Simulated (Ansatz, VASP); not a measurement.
**KF in VASP and in Ansatz**

File INCAR:

```
PREC     = Accurate       # precision mode
ENCUT    = 520            # plane-wave cutoff, eV
EDIFF    = 1E-6           # SCF threshold, eV
ISMEAR   = 0              # smearing method
SIGMA    = 0.1            # smearing width, eV
LREAL    = False          # projectors in reciprocal space
LASPH    = True           # aspherical terms in the spheres
NELM     = 100            # most SCF steps
ALGO     = Normal         # electronic algorithm
ISIF     = 2              # what is computed and relaxed
LWAVE    = False          # write WAVECAR
LCHARG   = False          # write CHGCAR
GGA      = PE             # functional
NBANDS   = 15             # bands
```

The input KPOINTS:

```
regular mesh
0
Gamma
  8 8 8
```

Contents of POSCAR:

```
KF
1.0
    3.2589550000      0.0000000000      0.0000000000
    0.0000000000      3.2589550000      0.0000000000
    0.0000000000      0.0000000000      3.2589550000
K F
1 1
Direct
    0.0071689188      0.0090651911     -0.0012659827
    0.4987526128      0.5145082183      0.5185747464
```

Input for Ansatz:

```yaml
crystal:
  lattice:
    - [3.258955, 0.0, 0.0]
    - [0.0, 3.258955, 0.0]
    - [0.0, 0.0, 3.258955]
  atoms:
    - { symbol: K, position: [0.0071689188, 0.0090651911, -0.0012659827] }
    - { symbol: F, position: [0.4987526128, 0.5145082183, 0.5185747464] }
basis:
  ecutwfc: 420
kpoints:
  mp_grid: { grid: [8, 8, 8] }
hamiltonian:
  xc: pbe
scf:
  occupations: { method: gaussian, width: 0.1 }
output:
  forces: true
  stress: true
  eigenvalues: true
```

Alike in both runs: task single point; functional PBE; k mesh 8 × 8 × 8; occupations gaussian, width 0.1 eV; no spin polarisation.

|  | VASP | Ansatz |
| --- | --- | --- |
| version | VASP 6.6.1 | Ansatz 0.2.0 |
| potentials or method | VASP PAW PBE potentials, release 64 (K_sv, F), cutoff 520 eV | scalar-relativistic, plane waves, PAW |
| valence electrons in the cell | 16 | 16 |

```tsv
	VASP	Ansatz	Ansatz less VASP
gap on the k mesh at the Fermi level (eV)	6.26	6.27	+0.017
least direct gap on the mesh (eV)	6.31	6.32	+0.016
pressure (GPa)	0.1	0.1	+0.01
rms of the force components (eV/Å)	0.033	0.031	-0.0021
```

Atom by atom the forces differ by 0.002 eV/Å (rms over components).
